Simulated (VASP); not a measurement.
# Al3GaN4 (Cm) in VASP: a series of runs

Runs on Al3GaN4. Level: r2SCAN. Tasks: single point.

Program: VASP 6.6.1. These are calculated values, not measurements. Logs are shortened: lines on timing, memory, paths and dates and some standing lists are left out, and cuts for length are marked.

### 1 The cell of the first run

The structure is monoclinic, space group Cm (No. 8). Conventional cell: a = 6.224 Å, b = 6.224 Å, c = 4.401 Å, α = 90.00°, β = 90.00°, γ = 90.00°. Within 2.5 Å of Al (site symmetry 1) lie 4 N at 1.89 to 1.90 Å. Al (site symmetry m) has 4 N at 1.88 to 1.91 Å within 2.5 Å. Within 2.6 Å of Ga (site symmetry m) lie 4 N at 1.95 Å. N (site symmetry 1) has 3 Al at 1.89 to 1.90 Å and 1 Ga at 1.95 Å within 2.5 Å. Within 2.5 Å of N (site symmetry m) lie 3 Al at 1.88 to 1.90 Å and 1 Ga at 1.95 Å. N (site symmetry m) has 3 Al at 1.89 to 1.91 Å and 1 Ga at 1.95 Å within 2.5 Å.

### 2 Single point, r2SCAN (atoms displaced along a vibrational mode)

Contents of POSCAR:

```
Al3GaN4
1.0
    4.4012372926      0.0000000000      0.0000000000
    0.0000000000      4.4012372926      0.0000000000
    0.0000000000      0.0000000000      4.4012372926
Al Ga N
3 1 4
Direct
    0.5000000000      0.4919669546      0.0000000000
    0.5000000000      0.0000000000      0.4919669546
    0.0000000000      0.5080330454      0.5080330454
    0.0000000000      0.0000000000      0.0000000000
    0.7444581602      0.7418503935      0.2529340731
    0.7444581602      0.2529340731      0.7418503935
    0.2607573733      0.7470659269      0.7470659269
    0.2503263063      0.2581496065      0.2581496065
```

Contents of INCAR.step1:

```
PREC = Accurate
ENCUT = 520
ISMEAR = 0
SIGMA = 0.05
LREAL = False
LASPH = True
NELM = 100
NBANDS = 31
GGA = PE
ALGO = Normal
EDIFF = 1E-4
LWAVE = True
LCHARG = False
```

Contents of INCAR.step2:

```
PREC = Accurate
ENCUT = 520
EDIFF = 1E-6
ISMEAR = 0
SIGMA = 0.05
LREAL = False
LASPH = True
NELM = 100
ALGO = Normal
ISIF = 2
LWAVE = False
LCHARG = False
METAGGA = R2SCAN
LMIXTAU = True
NBANDS = 31
ISTART = 1
```

Contents of KPOINTS:

```
Automatic mesh
0
Gamma
  6 6 6
```

Potentials or basis: VASP PAW PBE potentials, release 64 (Al, Ga_d, N).

Run with:

```
$ cat potpaw_PBE.64/Al/POTCAR potpaw_PBE.64/Ga_d/POTCAR potpaw_PBE.64/N/POTCAR > POTCAR
$ cp INCAR.step1 INCAR
$ mpirun -np 1 vasp_std > vasp.out
$ cp INCAR.step2 INCAR
$ mpirun -np 1 vasp_std > vasp.out
```

OUTCAR:

```text
PREC = Accurate
   ENCUT = 520
   EDIFF = 1E-6
   ISMEAR = 0
   LREAL = False
   LASPH = True
   NELM = 100
   ISIF = 2
   METAGGA = R2SCAN
   ISTART = 1

 ion  position               nearest neighbor table
   1  0.500  0.492  0.000-   6 1.89   8 1.89   5 1.90   7 1.90   2 3.06   4 3.09   4 3.09   3 3.09
                             3 3.09   2 3.11   2 3.11   4 3.14   4 3.14   3 3.14   3 3.14   2 3.16
   2  0.500  0.000  0.492-   5 1.89   8 1.89   6 1.90   7 1.90   1 3.06   4 3.09   4 3.09   3 3.09
                             3 3.09   1 3.11   1 3.11   4 3.14   4 3.14   3 3.14   3 3.14   1 3.16
   3  0.000  0.508  0.508-   7 1.88   6 1.89   5 1.89   8 1.91   4 3.06   1 3.09   1 3.09   2 3.09
                             2 3.09   4 3.11   4 3.11   1 3.14   1 3.14   2 3.14   2 3.14
   4  0.000  0.000  0.000-   5 1.95   6 1.95   8 1.95   7 1.95   3 3.06   2 3.09   1 3.09   1 3.09
                             2 3.09   3 3.11   3 3.11   2 3.14   1 3.14   2 3.14   1 3.14
   5  0.744  0.742  0.253-   2 1.89   3 1.89   1 1.90   4 1.95
   6  0.744  0.253  0.742-   1 1.89   3 1.89   2 1.90   4 1.95
   7  0.261  0.747  0.747-   3 1.88   2 1.90   1 1.90   4 1.95
   8  0.250  0.258  0.258-   1 1.89   2 1.89   3 1.91   4 1.95

  LATTYP: Found a simple cubic cell.
 ALAT       =     4.4012372926

  Lattice vectors:

 A1 = (   4.4012372926,   0.0000000000,   0.0000000000)
 A2 = (   0.0000000000,   4.4012372926,   0.0000000000)
 A3 = (   0.0000000000,   0.0000000000,   4.4012372926)

Analysis of symmetry for initial positions (statically):
=====================================================================
 Subroutine PRICEL returns:
 Original cell was already a primitive cell.

 Routine SETGRP: Setting up the symmetry group for a
 simple cubic supercell.

 Subroutine GETGRP returns: Found  2 space group operations
 (whereof  2 operations were pure point group operations)
 out of a pool of 48 trial point group operations.

The static configuration has the point symmetry C_1h.

Analysis of symmetry for dynamics (positions and initial velocities):
=====================================================================
 Subroutine PRICEL returns:
 Original cell was already a primitive cell.

 Routine SETGRP: Setting up the symmetry group for a
 simple cubic supercell.

 Subroutine GETGRP returns: Found  2 space group operations
 (whereof  2 operations were pure point group operations)
 out of a pool of 48 trial point group operations.

The dynamic configuration has the point symmetry C_1h.

 Subroutine INISYM returns: Found  2 space group operations
 (whereof  2 operations are pure point group operations),
 and found     1 'primitive' translations

----------------------------------------------------------------------------------------

                                     Primitive cell

  volume of cell :      85.2559

  direct lattice vectors                    reciprocal lattice vectors
     4.401237293  0.000000000  0.000000000     0.227208835  0.000000000  0.000000000
     0.000000000  4.401237293  0.000000000     0.000000000  0.227208835  0.000000000
     0.000000000  0.000000000  4.401237293     0.000000000  0.000000000  0.227208835

  length of vectors
     4.401237293  4.401237293  4.401237293     0.227208835  0.227208835  0.227208835

  position of ions in fractional coordinates (direct lattice)
     0.500000000  0.491966955  0.000000000
     0.500000000  0.000000000  0.491966955
     0.000000000  0.508033045  0.508033045
     0.000000000  0.000000000  0.000000000
     0.744458160  0.741850394  0.252934073
     0.744458160  0.252934073  0.741850394
     0.260757373  0.747065927  0.747065927
     0.250326306  0.258149606  0.258149606

  ion indices of the primitive-cell ions
   primitive index   ion index
                 1           1
                 2           2
                 3           3
                 4           4
                 5           5
                 6           6
                 7           7
                 8           8

----------------------------------------------------------------------------------------

 KPOINTS: Automatic mesh

Automatic generation of k-mesh.
 Grid dimensions read from file:
 generate k-points for:    6    6    6

 Generating k-lattice:

  Cartesian coordinates                     Fractional coordinates (reciprocal lattice)
     0.037868139  0.000000000  0.000000000     0.166666667  0.000000000  0.000000000
     0.000000000  0.037868139  0.000000000     0.000000000  0.166666667  0.000000000
     0.000000000  0.000000000  0.037868139     0.000000000  0.000000000  0.166666667

  Length of vectors
     0.037868139  0.037868139  0.037868139

  Shift w.r.t. Gamma in fractional coordinates (k-lattice)
     0.000000000  0.000000000  0.000000000

 Subroutine IBZKPT returns following result:
 ===========================================

 Found     68 irreducible k-points:

 Following reciprocal coordinates:
            Coordinates               Weight
  0.000000  0.000000  0.000000      1.000000
  0.166667  0.000000  0.000000      2.000000
  0.000000  0.166667  0.000000      4.000000
  0.333333  0.000000  0.000000      2.000000
  0.000000  0.333333  0.000000      4.000000
  0.500000  0.000000  0.000000      1.000000
[... 16 lines left out ...]
 -0.333333  0.333333  0.000000      4.000000
  0.000000 -0.333333  0.333333      2.000000
 [... further k-points ...]
   k-points           NKPTS =     68   k-points in BZ     NKDIM =     68   number of bands    NBANDS=     31
   number of dos      NEDOS =    301   number of ions     NIONS =      8
   total plane-waves  NPLWV =  46656
   dimension x,y,z NGX =    36 NGY =   36 NGZ =   36
   dimension x,y,z NGXF=    72 NGYF=   72 NGZF=   72
   ions per type =               3   1   4
   NGX,Y,Z   is equivalent  to a cutoff of  13.60, 13.60, 13.60 a.u.
   NGXF,Y,Z  is equivalent  to a cutoff of  27.20, 27.20, 27.20 a.u.
 SYSTEM =  unknown system
   PREC   = accura    normal or accurate (medium, high low for compatibility)
   ISTART =      1    job   : 0-new  1-cont  2-samecut
   ICHARG =      0    charge: 1-file 2-atom 10-const
   ISPIN  =      1    spin polarized calculation?
   LNONCOLLINEAR =      F non collinear calculations
   LSORBIT =      F    spin-orbit coupling
   LASPH  =      T    aspherical Exc in radial PAW
   ENCUT  =  520.0 eV  38.22 Ry    6.18 a.u.   8.18  8.18  8.18*2*pi/ulx,y,z
   NELM   =    100;   NELMIN=  2; NELMDL=  0     # of ELM steps
   EDIFF  = 0.1E-05   stopping-criterion for ELM
   LREAL  =      F    real-space projection
   EDIFFG = 0.1E-04   stopping-criterion for IOM
   NSW    =      0    number of steps for IOM
   IBRION =     -1    ionic relax: 0-MD 1-quasi-New 2-CG
   NFREE  =      0    steps in history (QN), initial steepest desc. (CG)
   ISIF   =      2    stress and relaxation
   ISYM   =      2    0-nonsym 1-usesym 2-fastsym
   POTIM  = 0.5000    time-step for ionic-motion
   TEBEG  =    0.0;   TEEND  =   0.0 temperature during run
   PSTRESS=    0.0 pullay stress
   NELECT =      42.0000    total number of electrons
   NUPDOWN=      -1.0000    fix difference up-down
   EMIN   =  10.00;   EMAX   =-10.00  energy-range for DOS
   EFERMI =   0.00;   METHOD = LEGACY
   ISMEAR =     0;   SIGMA  =   0.05  broadening in eV -4-tet -1-fermi 0-gaus
   EFERMI_NEDOS =   21; number of points for ismear=-14 and -15
   IALGO  =     38    algorithm
   IMIX   =      4    mixing-type and parameters
     AMIX     =   0.40;   BMIX     =  1.00
     AMIX_MAG =   1.60;   BMIX_MAG =  1.00
  volume/ion in A,a.u.               =      10.66        71.92
  Fermi-wavevector in a.u.,A,eV,Ry     =   1.292954  2.443329 22.745275  1.671731
  Thomas-Fermi vector in A             =   2.424630
   LORBIT       =      0    0 simple, 1 ext, 2 COOP (PROOUT), +10 PAW based schemes
   METAGGA = R2SCAN    functional components
   LHFCALC =     F    Hartree Fock is set to
   AEXX    =    0.0000 exact exchange contribution
   IVDW    =     0    specifies the selected vdW correction
   LEPSILON=     F    determine dielectric tensor
   LRPA    =     F    only Hartree local field effects (RPA)
 non-spin polarized calculation
 Gauss-broadening in eV      SIGMA  =   0.05
  energy-cutoff  :      520.00
  volume of cell :       85.26
 maximum number of plane-waves:      2320
 NGX is ok and might be reduce to    36
   NGX = 17   NGY = 17   NGZ = 17

 number of electron      41.9999987 magnetization

 Free energy of the ion-electron system (eV)
  ---------------------------------------------------
  ext. energy  EPLUGINS =         0.00000000
  ---------------------------------------------------
  free energy    TOTEN  =       -79.40071419 eV

  energy without entropy =      -79.40071419  energy(sigma->0) =      -79.40071419

 E-fermi :   5.7651     XC(G=0): -11.7551

 val. band max:        5.4970751744   @ k =   0.0000   0.0000   0.0000
 cond. band min:       9.4816299711   @ k =   0.0000   0.0000   0.0000
 fundamental gap:      3.9845547967
 Fermi energy:         5.7651419003

 k-point     1 :       0.0000    0.0000    0.0000
  band No.  band energies     occupation
      1     -10.4810      2.00000
      2      -8.5682      2.00000
      3      -8.5676      2.00000
      4      -8.5675      2.00000
      5      -7.4680      2.00000
      6      -7.4679      2.00000
[... 23 lines left out ...]
     30      18.3218      0.00000
     31      18.3251      0.00000

 k-point     2 :       0.1667    0.0000    0.0000
  band No.  band energies     occupation
      1     -10.3537      2.00000
      2      -8.6578      2.00000
      3      -8.5732      2.00000
      4      -8.5728      2.00000
      5      -7.4665      2.00000
      6      -7.4635      2.00000
[... 23 lines left out ...]
     30      18.5234      0.00000
     31      18.5245      0.00000

 k-point     3 :       0.0000    0.1667    0.0000
  band No.  band energies     occupation
      1     -10.3537      2.00000
      2      -8.6580      2.00000
      3      -8.5730      2.00000
      4      -8.5728      2.00000
      5      -7.4666      2.00000
      6      -7.4634      2.00000
[... 23 lines left out ...]
     30      18.5187      0.00000
     31      18.5269      0.00000

 k-point     4 :       0.3333    0.0000    0.0000
  band No.  band energies     occupation
      1      -9.9957      2.00000
      2      -8.9631      2.00000
      3      -8.5836      2.00000
      4      -8.5831      2.00000
      5      -7.4636      2.00000
      6      -7.4512      2.00000
[... 23 lines left out ...]
     30      18.3591      0.00000
     31      18.7674      0.00000

 k-point     5 :       0.0000    0.3333    0.0000
  band No.  band energies     occupation
      1      -9.9957      2.00000
      2      -8.9634      2.00000
      3      -8.5833      2.00000
      4      -8.5832      2.00000
      5      -7.4637      2.00000
      6      -7.4511      2.00000
[... 23 lines left out ...]
     30      18.3671      0.00000
     31      18.7792      0.00000
[... 542 lines left out ...]
     30      16.9963      0.00000
     31      17.1711      0.00000

 k-point    22 :       0.0000    0.3333    0.3333
  band No.  band energies     occupation
      1      -9.6058      2.00000
      2      -8.8893      2.00000
      3      -8.8223      2.00000
      4      -8.6060      2.00000
      5      -7.4524      2.00000
      6      -7.4425      2.00000
[... 23 lines left out ...]
     30      16.9873      0.00000
     31      17.1593      0.00000

 k-point    23 :      -0.3333    0.3333    0.0000
  band No.  band energies     occupation
      1      -9.6059      2.00000
      2      -8.8901      2.00000
      3      -8.8213      2.00000
      4      -8.6059      2.00000
      5      -7.4523      2.00000
      6      -7.4426      2.00000
[... 23 lines left out ...]
     30      16.9957      0.00000
     31      17.1766      0.00000

 k-point    24 :       0.0000   -0.3333    0.3333
  band No.  band energies     occupation
      1      -9.6059      2.00000
      2      -8.8912      2.00000
      3      -8.8199      2.00000
      4      -8.6062      2.00000
      5      -7.4524      2.00000
      6      -7.4425      2.00000
[... 23 lines left out ...]
     30      16.9728      0.00000
     31      17.2074      0.00000

 [... further k-points ...]

------------------------ aborting loop because EDIFF is reached ----------------------------------------

  FORCE on cell =-STRESS in cart. coord.  units (eV):
  Direction    XX          YY          ZZ          XY          YZ          ZX
  --------------------------------------------------------------------------------------
  -------------------------------------------------------------------------------------
  Total        0.0055924     -0.0308393     -0.0308393     -0.0001325     -0.0150273     -0.0001365
  in kB        0.1050957     -0.5795501     -0.5795501     -0.0024895     -0.2824007     -0.0025652
  external PRESSURE =      -0.3513348 kB  Pullay stress =       0.0000000 kB

 VOLUME and BASIS-vectors are now :
 -----------------------------------------------------------------------------
  energy-cutoff  :      520.00
  volume of cell :       85.26
      direct lattice vectors                 reciprocal lattice vectors
     4.401237293  0.000000000  0.000000000     0.227208835  0.000000000  0.000000000
     0.000000000  4.401237293  0.000000000     0.000000000  0.227208835  0.000000000
     0.000000000  0.000000000  4.401237293     0.000000000  0.000000000  0.227208835

 POSITION                                       TOTAL-FORCE (eV/Angst)
 -----------------------------------------------------------------------------------
      2.20062      2.16526      0.00000        -0.004902      0.423218     -0.000221
      2.20062      0.00000      2.16526        -0.004902     -0.000221      0.423218
      0.00000      2.23597      2.23597        -0.018656     -0.422849     -0.422849
      0.00000      0.00000      0.00000        -0.000218      0.000186      0.000186
      3.27654      3.26506      1.11322        -0.037015      0.022772      0.118523
      3.27654      1.11322      3.26506        -0.037015      0.118523      0.022772
      1.14766      3.28801      3.28801        -0.090002     -0.110788     -0.110788
      1.10175      1.13618      1.13618         0.192710     -0.030841     -0.030841
 -----------------------------------------------------------------------------------
    total drift:                                0.000050      0.000541      0.000542

  FREE ENERGIE OF THE ION-ELECTRON SYSTEM (eV)
  ---------------------------------------------------
  free  energy   TOTEN  =       -79.4007141910 eV

  energy  without entropy=      -79.4007141910  energy(sigma->0) =      -79.40071419
```

Wall time 4.4 min (1 thread of Intel Xeon 6975P-C (Granite Rapids), shared host); peak memory 0.32 GiB.

What came out:

```
Free energy            : -79.4007 eV
Pressure               : 0.0 GPa
Largest force          : 0.598 eV/Å
Band gap on the k mesh : 3.98 eV
```

Forces on the atoms (eV/Å):
```
Al  -0.005  0.423  0.000
Al  -0.005  0.000  0.423
Al  -0.019 -0.423 -0.423
Ga   0.000  0.000  0.000
N   -0.037  0.023  0.119
N   -0.037  0.119  0.023
N   -0.090 -0.111 -0.111
N    0.193 -0.031 -0.031
```

Caveat: the cell differs from its parent crystal (atoms displaced along a vibrational mode); the PAW data sets were made with another functional, which shifts forces and pressure a little.

### 3 Single point, r2SCAN (atoms displaced along a vibrational mode)

Contents of POSCAR:

```
Al3GaN4
1.0
    4.4012372926      0.0000000000      0.0000000000
    0.0000000000      4.4012372926      0.0000000000
    0.0000000000      0.0000000000      4.4012372926
Al Ga N
3 1 4
Direct
    0.5000000000      0.4799173865      0.0000000000
    0.5000000000      0.0000000000      0.4799173865
    0.0000000000      0.5200826135      0.5200826135
    0.0000000000      0.0000000000      0.0000000000
    0.7444581602      0.7379387434      0.2490224230
    0.7444581602      0.2490224230      0.7379387434
    0.2685806735      0.7509775770      0.7509775770
    0.2425030061      0.2620612566      0.2620612566
```

Edit INCAR.step1 of step 2 so:

```diff
@@ -6,3 +6,3 @@
 LASPH = True
-NELM = 100
+NELM = 60
 NBANDS = 31
```

Edit INCAR.step2 of step 2 so:

```diff
@@ -7,3 +7,3 @@
 LASPH = True
-NELM = 100
+NELM = 60
 ALGO = Normal
```

Contents of KPOINTS:

```
regular mesh
0
Gamma
  6 6 6
```

Potentials or basis: VASP PAW PBE potentials, release 64 (Al, Ga_d, N).

Run with:

```
$ cat potpaw_PBE.64/Al/POTCAR potpaw_PBE.64/Ga_d/POTCAR potpaw_PBE.64/N/POTCAR > POTCAR
$ cp INCAR.step1 INCAR
$ mpirun -np 1 vasp_std > vasp.out
$ cp INCAR.step2 INCAR
$ mpirun -np 1 vasp_std > vasp.out
```

It took 4.7 min on 1 thread of Intel Xeon 6975P-C (Granite Rapids), shared host; peak memory 0.32 GiB.

Results (log left out):

- Free energy: -79.2098 eV
- Pressure: -0.2 GPa
- Largest force: 1.490 eV/Å
- Band gap on the k mesh: 3.90 eV

Forces on the atoms (eV/Å):
```
Al  -0.031  1.054 -0.002
Al  -0.031 -0.002  1.054
Al  -0.113 -1.051 -1.051
Ga  -0.002  0.004  0.004
N   -0.007  0.107  0.247
N   -0.007  0.247  0.107
N   -0.262 -0.201 -0.201
N    0.452 -0.159 -0.159
```

Stress tensor (GPa, compression positive):
```
 0.12  0.00  0.00
 0.00 -0.30 -0.18
 0.00 -0.18 -0.30
```

Levels at points of the mesh, in eV from the valence-band top:
```tsv
k point	band 18	band 19	band 20	band 21	band 22	band 23	band 24	band 25
(0.00, 0.00, 0.00)	-2.01	-0.02	-0.01	0.00	3.90	3.94	3.97	4.02
(0.50, 0.00, 0.00)	-1.27	-1.25	-0.95	-0.95	6.17	6.23	6.66	6.73
(0.00, 0.50, 0.00)	-1.26	-1.26	-0.96	-0.96	6.17	6.23	6.70	6.71
(0.50, 0.50, 0.00)	-0.88	-0.59	-0.54	-0.53	7.95	8.01	8.06	8.45
(0.00, 0.50, 0.50)	-0.89	-0.60	-0.53	-0.52	7.94	8.14	8.24	8.40
(0.50, 0.50, 0.50)	-0.63	-0.38	-0.37	-0.37	6.15	7.60	7.65	7.72
```

Caveat: the cell differs from its parent crystal (atoms displaced along a vibrational mode); the PAW data sets were made with another functional, which shifts forces and pressure a little. A k mesh can miss the band edges.
